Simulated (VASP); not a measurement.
A run of VASP 6.6.1 is set up as follows.

INCAR

```
PREC = Accurate
ENCUT = 500
EDIFF = 1E-6
ISMEAR = 0
SIGMA = 0.05
LREAL = F
LASPH = T
NELM = 120
ALGO = Normal
ISIF = 2
LWAVE = F
LCHARG = F
GGA = PS
NBANDS = 17
GGA_COMPAT = F
```

Contents of KPOINTS:

```
regular mesh
0
Gamma
  8 8 8
```

Contents of POSCAR:

```
Na2S
1.0
    0.0000000000      3.2630000000      3.2630000000
    3.2630000000      0.0000000000      3.2630000000
    3.2630000000      3.2630000000      0.0000000000
Na S
2 1
Direct
    0.2500000000      0.2500000000      0.2500000000
    0.7500000000      0.7500000000      0.7500000000
    0.0000000000      0.0000000000      0.0000000000
```

Potentials or basis: VASP PAW PBE potentials, release 64 (Na_pv, S).

Run with:

```console
$ cat potpaw_PBE.64/Na_pv/POTCAR potpaw_PBE.64/S/POTCAR > POTCAR
$ mpirun -np 1 vasp_std > vasp.out
```

**Question.** Estimate the band gap on the k mesh.

**Answer.** 2.39 eV, direct.

**Question.** Estimate the pressure.

**Answer.** -0.3 GPa.

Caveat: the PAW data sets were made with another functional, which shifts forces and pressure a little. A k mesh can miss the band edges.
